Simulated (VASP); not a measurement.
# Lu (P6_3/mmc) in VASP: a series of runs, part 2 of 2

VASP 6.6.1. Earlier steps stand in the parts before.

## 6. Single point, revPBE

INCAR reads:

```
PREC = Accurate
ENCUT = 520
EDIFF = 1E-6
ISMEAR = -1
SIGMA = 0.05
LREAL = F
LASPH = T
NELM = 100
ALGO = Fast
ISIF = 2
LWAVE = F
LCHARG = F
GGA = RE
NBANDS = 32
```

KPOINTS reads:

```
Automatic mesh
0
Gamma
  5 5 3
```

POSCAR reads:

```
Lu
1.0
    3.5031000000      0.0000000000      0.0000000000
   -1.7515500000      3.0337735920      0.0000000000
    0.0000000000      0.0000000000      5.5509000000
Lu
2
Direct
    0.6666666667      0.3333333333      0.7500000000
    0.3333333333      0.6666666667      0.2500000000
```

Potentials or basis: VASP PAW PBE potentials, release 64 (Lu).

Command:

```sh
$ cat potpaw_PBE.64/Lu/POTCAR > POTCAR
$ mpirun -np 1 vasp_std > vasp.out
```

OUTCAR:

```text
PREC = Accurate
   ENCUT = 520
   EDIFF = 1E-6
   ISMEAR = -1
   LREAL = F
   LASPH = T
   NELM = 100
   ISIF = 2
   GGA = RE

 ion  position               nearest neighbor table
   1  0.667  0.333  0.750-   2 3.43   2 3.43   2 3.43   2 3.43   2 3.43   2 3.43
   2  0.333  0.667  0.250-   1 3.43   1 3.43   1 3.43   1 3.43   1 3.43   1 3.43

  LATTYP: Found a hexagonal cell.
 ALAT       =     3.5031000000
 C/A-ratio  =     1.5845679541

  Lattice vectors:

 A1 = (   3.5031000000,   0.0000000000,   0.0000000000)
 A2 = (  -1.7515500000,   3.0337735920,   0.0000000000)
 A3 = (   0.0000000000,   0.0000000000,   5.5509000000)

Analysis of symmetry for initial positions (statically):
=====================================================================
 Subroutine PRICEL returns:
 Original cell was already a primitive cell.

 Routine SETGRP: Setting up the symmetry group for a
 hexagonal supercell.

 Subroutine GETGRP returns: Found 24 space group operations
 (whereof 12 operations were pure point group operations)
 out of a pool of 24 trial point group operations.

The static configuration has the point symmetry D_3d.
 The point group associated with its full space group is D_6h.

Analysis of symmetry for dynamics (positions and initial velocities):
=====================================================================
 Subroutine PRICEL returns:
 Original cell was already a primitive cell.

 Routine SETGRP: Setting up the symmetry group for a
 hexagonal supercell.

 Subroutine GETGRP returns: Found 24 space group operations
 (whereof 12 operations were pure point group operations)
 out of a pool of 24 trial point group operations.

The dynamic configuration has the point symmetry D_3d.
 The point group associated with its full space group is D_6h.

[... 94 lines left out ...]
   NELECT =      50.0000    total number of electrons
   NUPDOWN=      -1.0000    fix difference up-down
   EMIN   =  10.00;   EMAX   =-10.00  energy-range for DOS
   EFERMI =   0.00;   METHOD = LEGACY
   ISMEAR =    -1;   SIGMA  =   0.05  broadening in eV -4-tet -1-fermi 0-gaus
   EFERMI_NEDOS =   21; number of points for ismear=-14 and -15
   IALGO  =     68    algorithm
   IMIX   =      4    mixing-type and parameters
     AMIX     =   0.40;   BMIX     =  1.00
     AMIX_MAG =   1.60;   BMIX_MAG =  1.00
  volume/ion in A,a.u.               =      29.50       199.05
  Fermi-wavevector in a.u.,A,eV,Ry     =   1.549287  2.927727 32.657919  2.400289
  Thomas-Fermi vector in A             =   2.654115
   LORBIT       =      0    0 simple, 1 ext, 2 COOP (PROOUT), +10 PAW based schemes
   GGA     = RE    functional components
   LHFCALC =     F    Hartree Fock is set to
   AEXX    =    0.0000 exact exchange contribution
   IVDW    =     0    specifies the selected vdW correction
   LEPSILON=     F    determine dielectric tensor
   LRPA    =     F    only Hartree local field effects (RPA)
 non-spin polarized calculation
 RMM-DIIS sequential band-by-band and
  energy-cutoff  :      520.00
  volume of cell :       58.99
 maximum number of plane-waves:      1617
 NGX is ok and might be reduce to    28
   NGX = 13   NGY = 13   NGZ = 21

 number of electron      49.9999998 magnetization

 Free energy of the ion-electron system (eV)
  ---------------------------------------------------
  ext. energy  EPLUGINS =         0.00000000
  ---------------------------------------------------
  free energy    TOTEN  =        -8.44316878 eV

  energy without entropy =       -8.40022396  energy(sigma->0) =       -8.42169637

 E-fermi :   2.2275     XC(G=0): -10.4906

 val. band max:        2.1739686129   @ k =   0.4000   0.2000   0.3333
 cond. band min:       2.2351323667   @ k =   0.2000   0.0000   0.0000
 fundamental gap:      0.0611637538
 Fermi energy:         2.2274577580

 k-point     1 :       0.0000    0.0000    0.0000
  band No.  band energies     occupation
      1     -53.9962      2.00000
      2     -53.9648      2.00000
      3     -24.9137      2.00000
      4     -24.4977      2.00000
      5     -24.4977      2.00000
      6     -24.4228      2.00000
[... 339 lines left out ...]
     31       7.8056      0.00000
     32       8.2263      0.00000

------------------------ aborting loop because EDIFF is reached ----------------------------------------

  FORCE on cell =-STRESS in cart. coord.  units (eV):
  Direction    XX          YY          ZZ          XY          YZ          ZX
  --------------------------------------------------------------------------------------
  -------------------------------------------------------------------------------------
  Total        0.2519952      0.2519952     -0.3255345      0.0000000      0.0000000      0.0000000
  in kB        6.8439016      6.8439016     -8.8411439      0.0000000      0.0000000      0.0000000
  external PRESSURE =       1.6155531 kB  Pullay stress =       0.0000000 kB

 VOLUME and BASIS-vectors are now :
 -----------------------------------------------------------------------------
  energy-cutoff  :      520.00
  volume of cell :       58.99
      direct lattice vectors                 reciprocal lattice vectors
     3.503100000  0.000000000  0.000000000     0.285461448  0.164811244  0.000000000
    -1.751550000  3.033773592  0.000000000     0.000000000  0.329622488  0.000000000
     0.000000000  0.000000000  5.550900000     0.000000000  0.000000000  0.180150967

 POSITION                                       TOTAL-FORCE (eV/Angst)
 -----------------------------------------------------------------------------------
      1.75155      1.01126      4.16318         0.000000      0.000000      0.000000
     -0.00000      2.02252      1.38773        -0.000000      0.000000      0.000000
 -----------------------------------------------------------------------------------
    total drift:                               -0.000000      0.000000     -0.000000

  FREE ENERGIE OF THE ION-ELECTRON SYSTEM (eV)
  ---------------------------------------------------
  free  energy   TOTEN  =        -8.4431687773 eV

  energy  without entropy=       -8.4002239561  energy(sigma->0) =       -8.42169637
```

OSZICAR:

```text
N       E                     dE             d eps       ncg     rms          rms(c)
DAV:   1     0.244367789225E+03    0.24437E+03   -0.19237E+04   904   0.507E+03
DAV:   2     0.208515994780E+02   -0.22352E+03   -0.21566E+03   704   0.555E+02
DAV:   3    -0.613020122380E+01   -0.26982E+02   -0.26629E+02   920   0.117E+02
[... 20 lines left out ...]
RMM:  24    -0.844316402952E+01   -0.23310E-05   -0.24171E-05   574   0.122E-02    0.335E-02
RMM:  25    -0.844316572915E+01   -0.16996E-05   -0.18030E-05   569   0.111E-02    0.347E-02
RMM:  26    -0.844316707045E+01   -0.13413E-05   -0.13689E-05   571   0.102E-02    0.350E-02
RMM:  27    -0.844316804387E+01   -0.97342E-06   -0.10496E-05   591   0.984E-03    0.352E-02
RMM:  28    -0.844316877731E+01   -0.73344E-06   -0.83466E-06   584   0.919E-03
   1 F= -.84431688E+01 E0= -.84216964E+01  d E =-.429448E-01
```

It took 28 s on 1 thread of Intel Xeon 6975P-C (Granite Rapids), shared host; peak memory 0.19 GiB.

Results:

- Free energy: -8.4432 eV
- Pressure: 0.2 GPa
- Band gap on the k mesh: zero (band 25 reaches 2.94 eV, above the bottom of band 26 at 1.75 eV)

Levels at points of the mesh, in eV from the Fermi level:
| k point | band 20 | band 21 | band 22 | band 23 | band 24 | band 25 | band 26 | band 27 | band 28 | band 29 |
| --- | --- | --- | --- | --- | --- | --- | --- | --- | --- | --- |
| (0.00, 0.00, 0.00) | -4.87 | -4.87 | -4.85 | -4.84 | -2.37 | 0.53 | 2.27 | 2.27 | 2.54 | 2.97 |

Caveat: the k points lie up to 0.41 Å⁻¹ apart; the PAW data sets were made with another functional, which shifts forces and pressure a little; spin-orbit coupling is left out, which moves the levels of the heavy elements.

## 7. The runs side by side

```csv
level,k mesh,smearing,gap on the mesh (eV),pressure (GPa)
PBE,7 × 7 × 4,methfessel-paxton 0.05 eV,none,2.4
r2SCAN,9 × 9 × 5,fermi-dirac 0.05 eV,none,-0.3
PBE,5 × 5 × 3,fermi-dirac 0.05 eV,none,0.2
RPBE,5 × 5 × 3,fermi-dirac 0.05 eV,none,2.0
revPBE,5 × 5 × 3,fermi-dirac 0.05 eV,none,0.2
```

Alike in all rows: task single point; potentials or basis VASP PAW PBE potentials, release 64 (Lu); no spin polarisation; cell as given; cutoff (eV) 520.

Caveats: some runs use coarse meshes; spin-orbit coupling is left out, which moves the levels of the heavy elements; the PAW data sets were made with another functional, which shifts forces and pressure a little (some runs).

Absolute energies hang on the potentials; compare differences alone.
